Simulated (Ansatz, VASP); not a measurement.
Two plane-wave programs on Al12Cl

File INCAR:

```
SYSTEM = Al12Cl
  PREC = Accurate
  ENCUT = 520
  EDIFF = 1E-7
  ISMEAR = 0
  SIGMA = 0.1
  LREAL = .FALSE.
  LASPH = .TRUE.
  NELM = 80
  ALGO = Normal
  ISIF = 2
  LWAVE = .FALSE.
  LCHARG = .FALSE.
  LDIPOL = .TRUE.
  IDIPOL = 3
  DIPOL = 0.5 0.5 0.306
  GGA = PE
  IVDW = 12
  NBANDS = 34
```

Contents of KPOINTS:

```
regular mesh
0
G
  5 5 1
  0 0 0
```

POSCAR

```
Al12Cl
1.0
    5.6314608525      0.0000000000      0.0000000000
    0.0000000000      5.6314608525      0.0000000000
    0.0000000000      0.0000000000     21.1495692393
Al Cl
12 1
Direct
    0.2500000000      0.2500000000      0.1891291475
    0.2500000000      0.7500000000      0.1891291475
    0.7500000000      0.2500000000      0.1891291475
    0.7500000000      0.7500000000      0.1891291475
    0.0000000000      0.0000000000      0.2871045368
    0.0000000000      0.5000000000      0.2871045368
    0.5000000000      0.0000000000      0.2871045368
    0.5000000000      0.5000000000      0.2871045368
    0.2500000000      0.2500000000      0.3853302707
    0.2500000000      0.7500000000      0.3853302707
    0.7500000000      0.2500000000      0.3853302707
    0.7500000000      0.7500000000      0.3853302707
    0.5000000000      0.5000000000      0.5271771313
```

Input for Ansatz:

```yaml
crystal:
  lattice:
    - [5.6314608525, 0.0, 0.0]
    - [0.0, 5.6314608525, 0.0]
    - [0.0, 0.0, 21.1495692393]
  atoms:
    - { symbol: Al, position: [0.25, 0.25, 0.1891291475] }
    - { symbol: Al, position: [0.25, 0.75, 0.1891291475] }
    - { symbol: Al, position: [0.75, 0.25, 0.1891291475] }
    - { symbol: Al, position: [0.75, 0.75, 0.1891291475] }
    - { symbol: Al, position: [0.0, 0.0, 0.2871045368] }
    - { symbol: Al, position: [0.0, 0.5, 0.2871045368] }
    - { symbol: Al, position: [0.5, 0.0, 0.2871045368] }
    - { symbol: Al, position: [0.5, 0.5, 0.2871045368] }
    - { symbol: Al, position: [0.25, 0.25, 0.3853302707] }
    - { symbol: Al, position: [0.25, 0.75, 0.3853302707] }
    - { symbol: Al, position: [0.75, 0.25, 0.3853302707] }
    - { symbol: Al, position: [0.75, 0.75, 0.3853302707] }
    - { symbol: Cl, position: [0.5, 0.5, 0.5271771313] }
basis:
  ecutwfc: 420
kpoints:
  mp_grid: { grid: [5, 5, 1] }
hamiltonian:
  xc: pbe
  pseudopotentials: { kind: paw, azcp: { folder: soft_1 } }
  dispersion: d3bj
scf:
  occupations: { method: gaussian, width: 0.1 }
output:
  forces: true
  eigenvalues: true
  write_density: true
  write_potential: true
  elf: true
  volumetric_format: npy
efield:
  axis: 3
  dipole_correction: true
  ramp_width: 0.04
```

Alike in both runs: task single point; functional PBE; dispersion D3(BJ); k mesh 5 × 5 × 1; occupations gaussian, width 0.1 eV; no spin polarisation.

|  | VASP | Ansatz |
| --- | --- | --- |
| version | VASP 6.6.1 | Ansatz 0.2.0 |
| potentials or method | VASP PAW PBE potentials, release 64 (Al, Cl), cutoff 520 eV | scalar-relativistic, plane waves, PAW |
| valence electrons in the cell | 43 | 43 |

|  | VASP | Ansatz | Ansatz less VASP |
| --- | --- | --- | --- |
| gap on the k mesh at the Fermi level (eV) | none | none | - |
| rms of the force components (eV/Å) | 0.280 | 0.280 | +0.0001 |

Atom by atom the forces differ by 0.000 eV/Å (rms over components). A gap of «none» marks a metal or a gap that the smearing closes. Ansatz's warnings: xc potential rough in thin density.
